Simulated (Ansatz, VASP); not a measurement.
# Two plane-wave programs on BaTiO3

```
Ba Ti O
1.0
     3.94574    0.00000    0.00000
     0.00000    3.94574    0.00000
     0.00000    0.00000    3.96370
Ba Ti O
1 1 3
Cartesian
  0.0000 0.0000 0.0013
  1.9729 1.9729 1.9411
  1.9729 1.9729 0.0615
  1.9729 0.0000 2.0263
  0.0000 1.9729 2.0263
```

Change from the starting cell: volume scaled by 0.96, ions relaxed.

Alike in both runs: functional PBE; k mesh 8 × 8 × 8; occupations fermi-dirac, width 0.02 eV; no spin polarisation.

Ansatz relaxed the structure, and its values are those at the end. VASP's run is a single point on that final structure, the one shown.

```csv
,VASP,Ansatz
version,VASP 6.6.1,Ansatz 0.2.0
potentials or method,"VASP PAW PBE potentials, release 64 (Ba_sv, Ti_sv, O_h)","plane-wave PAW, scalar-relativistic"
plane-wave cutoff (eV),1340,420
valence electrons in the cell,40,40
```

|  | VASP | Ansatz | Ansatz less VASP |
| --- | --- | --- | --- |
| gap on the k mesh at the Fermi level (eV) | 1.85 | 1.92 | +0.067 |
| pressure (GPa) | 11.8 | 10.0 | -1.85 |
| rms of the force components (eV/Å) | 0.011 | 0.002 | -0.0085 |

Ansatz's warnings: stress scf threshold loose.

Neither program's run includes spin-orbit coupling.
